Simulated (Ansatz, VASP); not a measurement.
**One calculation of Ge4H, two programs**

INCAR

```
SYSTEM = Ge4H
ALGO = Normal
DIPOL = 0.5 0.5 0.328
EDIFF = 1E-6
ENCUT = 520
GGA = PE
IDIPOL = 3
ISIF = 2
ISMEAR = 0
IVDW = 12
LASPH = .TRUE.
LCHARG = .FALSE.
LDIPOL = .TRUE.
LREAL = .FALSE.
LWAVE = .FALSE.
NBANDS = 36
NELM = 60
PREC = Accurate
SIGMA = 0.1
```

KPOINTS

```
k-points
0
G
  7 7 1
  0 0 0
```

File POSCAR:

```
Ge4H
1.0
    4.0303587907      0.0000000000      0.0000000000
    0.0000000000      4.0303587907      0.0000000000
    0.0000000000      0.0000000000     21.6416627718
Ge H
4 1
Direct
    0.0000000000      0.5000000000      0.1848286817
    0.0000000000      0.0000000000      0.2506714513
    0.5000000000      0.0000000000      0.3196569899
    0.5000000000      0.5000000000      0.3854446333
    1.0000000000      1.0000000000      0.5009625594
```

Input for Ansatz:

```yaml
crystal:
  lattice:
    - [4.0303587907, 0.0, 0.0]
    - [0.0, 4.0303587907, 0.0]
    - [0.0, 0.0, 21.6416627718]
  atoms:
    - { symbol: Ge, position: [0.0, 0.5, 0.1848286817] }
    - { symbol: Ge, position: [0.0, 0.0, 0.2506714513] }
    - { symbol: Ge, position: [0.5, 0.0, 0.3196569899] }
    - { symbol: Ge, position: [0.5, 0.5, 0.3854446333] }
    - { symbol: H, position: [1.0, 1.0, 0.5009625594] }
basis:
  ecutwfc: 420
kpoints:
  mp_grid: { grid: [7, 7, 1] }
hamiltonian:
  xc: pbe
  pseudopotentials: { kind: paw, azcp: { folder: soft_1 } }
  dispersion: d3bj
scf:
  occupations: { method: gaussian, width: 0.1 }
output:
  forces: true
  eigenvalues: true
efield:
  axis: 3
  dipole_correction: true
  ramp_width: 0.04
```

Alike in both runs: task single point; functional PBE; dispersion D3(BJ); k mesh 7 × 7 × 1; occupations gaussian, width 0.1 eV; no spin polarisation.

|  | VASP | Ansatz |
| --- | --- | --- |
| version | VASP 6.6.1 | Ansatz 0.2.0 |
| potentials or method | VASP PAW PBE potentials, release 64 (Ge_d, H), cutoff 520 eV | scalar-relativistic, plane waves, PAW |
| valence electrons in the cell | 57 | 57 |

|  | VASP | Ansatz | Ansatz less VASP |
| --- | --- | --- | --- |
| gap on the k mesh at the Fermi level (eV) | none | none | - |
| rms of the force components (eV/Å) | 0.202 | 0.201 | -0.0006 |

Atom by atom the forces differ by 0.001 eV/Å (rms over components). A gap of «none» marks a metal or a gap that the smearing closes.
